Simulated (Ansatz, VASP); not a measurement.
**ReO3F in VASP and in Ansatz**

```xyz
5
Lattice="11.0900 0.0000 0.0000 0.0000 11.0900 0.0000 0.0000 0.0000 11.0900" Properties=species:S:1:pos:R:3 pbc="T T T"
Re    5.5780    5.5089    5.5780
O     6.5869    6.4611    6.5869
O     4.6258    4.5000    6.5869
O     6.5869    4.5000    4.6258
F     4.5000    6.5869    4.5000
```

Alike in both runs: task single point; functional PBE; k mesh 1 × 1 × 1; occupations gaussian, width 0.01 eV; no spin polarisation.

```csv
,VASP,Ansatz
version,VASP 6.6.1,Ansatz 0.2.0
potentials or method,"VASP PAW PBE potentials, release 64 (Re_sv_GW, O_h, F_h), cutoff 1010 eV","scalar-relativistic, plane waves, PAW"
valence electrons in the cell,40,40
```

Ansatz gave:

* gap on the k mesh at the Fermi level (eV): 4.29
* rms of the force components (eV/Å): 0.261

Task: What did VASP give for the same quantities?

Result: gap on the k mesh at the Fermi level (eV): 4.29; rms of the force components (eV/Å): 0.200.

Atom by atom the forces differ by 0.063 eV/Å (rms over components).

Spin-orbit coupling is off throughout.
